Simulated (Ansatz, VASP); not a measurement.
## Ta2Cu in VASP and in Ansatz

```
Ta Cu
1.0
     0.00000    3.79659    3.79659
     3.79659    0.00000    3.79659
     3.79659    3.79659    0.00000
Ta Cu
4 2
Direct
  0.12500 0.12500 0.12500
  0.62500 0.12500 0.12500
  0.12500 0.12500 0.62500
  0.12500 0.62500 0.12500
  0.50000 0.50000 0.50000
  0.75000 0.75000 0.75000
```

Alike in both runs: functional PBE; k mesh 8 × 8 × 8; occupations gaussian, width 0.1 eV; no spin polarisation.

Ansatz relaxed the structure, and its values are those at the end. VASP's run is a single point on that final structure, the one shown.

|  | VASP | Ansatz |
| --- | --- | --- |
| version | VASP 6.6.1 | Ansatz 0.2.0 |
| potentials or method | VASP PAW PBE potentials, release 64 (Ta_pv, Cu), cutoff 520 eV | scalar-relativistic, plane waves, PAW |
| valence electrons in the cell | 66 | 90 |

```tsv
	VASP	Ansatz	Ansatz less VASP
gap on the k mesh at the Fermi level (eV)	none	none	-
pressure (GPa)	0.5	0.0	-0.52
```

A gap of «none» marks a metal or a gap that the smearing closes. The functional is the same, so the differences come from potentials, cutoffs and numerics. VASP's potentials hold 66 valence electrons a cell and Ansatz's 90, so a difference there can come from the potentials and not from the codes.

Neither program's run includes spin-orbit coupling.
